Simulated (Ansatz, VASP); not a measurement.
## Na: VASP beside Ansatz

```
Na
1.0
    -2.08574    2.08574    2.14926
     2.08574   -2.08574    2.14926
     2.08574    2.08574   -2.14926
Na
1
Cartesian
  0.0000 0.0000 0.0000
```

Change from the starting cell: strain -0.015 along x and y, +0.015 along z, atoms carried along.

Alike in both runs: task single point; functional PBEsol; k mesh 16 × 16 × 16; occupations gaussian, width 0.15 eV; no spin polarisation.

|  | VASP | Ansatz |
| --- | --- | --- |
| version | VASP 6.6.1 | Ansatz 0.2.0 |
| potentials or method | VASP PAW PBE potentials, release 64 (Na_pv), cutoff 520 eV | scalar-relativistic, plane waves, PAW |
| valence electrons in the cell | 7 | 9 |

|  | VASP | Ansatz | Ansatz less VASP |
| --- | --- | --- | --- |
| gap on the k mesh at the Fermi level (eV) | none | none | - |
| pressure (GPa) | -0.2 | -0.2 | -0.03 |

VASP's potentials were made for PBE, not for PBEsol. A gap of «none» marks a metal or a gap that the smearing closes. VASP's potentials hold 7 valence electrons a cell and Ansatz's 9, so a difference there can come from the potentials and not from the codes.
